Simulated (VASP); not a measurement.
Here is a VASP 6.6.1 calculation.

INCAR

```
SYSTEM = RbAl2W3
PREC     = Accurate       ! precision mode
ENCUT    = 520            ! plane-wave cutoff, eV
EDIFF    = 1E-6           ! SCF threshold, eV
ISMEAR   = 0              ! smearing method
SIGMA    = 0.1            ! smearing width, eV
LREAL    = .False.        ! projectors in reciprocal space
LASPH    = .True.         ! aspherical terms in the spheres
NELM     = 80             ! most SCF steps
ALGO     = Fast           ! electronic algorithm
ISIF     = 2              ! what is computed and relaxed
LWAVE    = .False.        ! write WAVECAR
LCHARG   = .False.        ! write CHGCAR
GGA      = PE             ! functional
NBANDS   = 38             ! bands
```

File KPOINTS:

```
Automatic mesh
0
Gamma
  12 12 4
  0 0 0
```

POSCAR

```
RbAl2W3
1.0
    5.1402426168      0.0000000000      0.0000000000
   -2.5701213084      4.4515806878      0.0000000000
    0.0000000000      0.0000000000      9.0947914442
Rb Al W
1 2 3
Direct
    0.0000000000      0.0000000000      0.5000000000
    0.0000000000      0.0000000000      0.1350262612
    0.0000000000      0.0000000000      0.8649737388
    0.5000000000      0.0000000000      0.0000000000
    0.0000000000      0.5000000000      0.0000000000
    0.5000000000      0.5000000000      0.0000000000
```

Potentials or basis: VASP PAW PBE potentials, release 64 (Rb_sv, Al, W_sv).

Launch:

```console
$ cat potpaw_PBE.64/Rb_sv/POTCAR potpaw_PBE.64/Al/POTCAR potpaw_PBE.64/W_sv/POTCAR > POTCAR
$ mpirun -np 1 vasp_std > vasp.out
```

(1) What does it give for the band gap on the k mesh?

(2) Estimate the pressure.

## Answers

(1) zero (an odd number of electrons rules out a gap without spin polarisation).

(2) 0.2 GPa.

Caveat: spin-orbit coupling is left out, which moves the levels of the heavy elements.
